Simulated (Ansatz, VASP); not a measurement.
One calculation of Si2Ge, two programs

Contents of INCAR:

```
SYSTEM = Si2Ge
ALGO = Normal ; EDIFF = 1E-6
EDIFFG = -0.08 ; ENCUT = 600
GGA = PE ; IBRION = 2
ISIF = 3 ; ISMEAR = 0
LASPH = .True. ; LCHARG = .False.
LREAL = .False. ; LWAVE = .False.
NELM = 60 ; NSW = 36
PREC = Accurate ; SIGMA = 0.2
```

File KPOINTS:

```
k-points
0
Gamma
  5 5 5
  0 0 0
```

Contents of POSCAR:

```
Si2Ge
1.0
   -1.9450000000      5.8350000000      2.7500000000
    1.9450000000     -5.8350000000      2.7500000000
    1.9450000000      5.8350000000     -2.7500000000
Si Ge
4 2
Direct
    0.2083300000      0.1250000000      0.0833300000
    0.7916700000      0.8750000000      0.9166700000
    0.5416700000      0.1250000000      0.4166700000
    0.4583300000      0.8750000000      0.5833300000
    0.1250000000      0.8750000000      0.2500000000
    0.8750000000      0.1250000000      0.7500000000
```

Input for Ansatz:

```yaml
crystal:
  lattice:
    - [-1.945, 5.835, 2.75]
    - [1.945, -5.835, 2.75]
    - [1.945, 5.835, -2.75]
  atoms:
    - { symbol: Si, position: [0.20833, 0.125, 0.08333] }
    - { symbol: Si, position: [0.79167, 0.875, 0.91667] }
    - { symbol: Si, position: [0.54167, 0.125, 0.41667] }
    - { symbol: Si, position: [0.45833, 0.875, 0.58333] }
    - { symbol: Ge, position: [0.125, 0.875, 0.25] }
    - { symbol: Ge, position: [0.875, 0.125, 0.75] }
basis:
  ecutwfc: 420
kpoints:
  mp_grid: { grid: [5, 5, 5] }
hamiltonian:
  xc: pbe
scf:
  occupations: { method: gaussian, width: 0.2 }
  lower_state_search: "off"
output:
  forces: true
  stress: true
  eigenvalues: true
relax:
  adjacent_minimum: "off"
  f_tol: 0.08
  max_steps: 16
  cell: { stress_tol: 0.8 }
```

Alike in both runs: task relaxation of cell and atoms; functional PBE; k mesh 5 × 5 × 5; occupations gaussian, width 0.2 eV; no spin polarisation.

```csv
,VASP,Ansatz
version,VASP 6.6.1,Ansatz 0.2.0
potentials or method,"VASP PAW PBE potentials, release 64 (Si, Ge_d), cutoff 600 eV","scalar-relativistic, plane waves, PAW"
valence electrons in the cell,44,44
```

Ansatz gave:

- gap on the k mesh at the Fermi level, each at its own relaxed structure (eV): 0.50
- relaxed volume (Å³/atom): 21.44
- relaxed length of the cell vector where the two differ most in proportion (Å): 6.806

**Question.** Estimate VASP's values.

**Answer.** gap on the k mesh at the Fermi level, each at its own relaxed structure (eV): 0.52; relaxed volume (Å³/atom): 21.40; relaxed length of the cell vector where the two differ most in proportion (Å): 6.801.
